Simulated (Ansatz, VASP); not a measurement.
In3GaAs4 in VASP and in Ansatz

```xyz
8
Lattice="-2.9998 2.9998 5.9905 2.9998 -2.9998 5.9905 2.9998 2.9998 -5.9905" Properties=species:S:1:pos:R:3 pbc="T T T"
Ga    0.0000    0.0000    0.0000
As    1.4224    1.4224    1.4368
As    1.5774   -1.5774    4.5537
As    1.5774    1.5774    7.4272
As   -1.5774    1.5774    4.5537
In    0.0000    2.9998    2.9952
In    0.0000    0.0000    5.9905
In    2.9998    0.0000    2.9952
```

Alike in both runs: task single point; functional PBE; k mesh 6 × 6 × 6; occupations fermi-dirac, width 0.02 eV; no spin polarisation.

|  | VASP | Ansatz |
| --- | --- | --- |
| version | VASP 6.6.1 | Ansatz 0.2.0 |
| potentials or method | VASP PAW PBE potentials, release 64 (Ga_d, As, In_d) | plane waves, PAW |
| plane-wave cutoff (eV) | 520 | 420 |
| valence electrons in the cell | 72 | 112 |

Ansatz gave:

* pressure (GPa): 2.2
* rms of the force components (eV/Å): 0.007

Q: What did VASP give for the same quantities?

A: Pressure (GPa): 2.3; rms of the force components (eV/Å): 0.009.

VASP's potentials hold 72 valence electrons a cell and Ansatz's 112, so a difference there can come from the potentials and not from the codes.
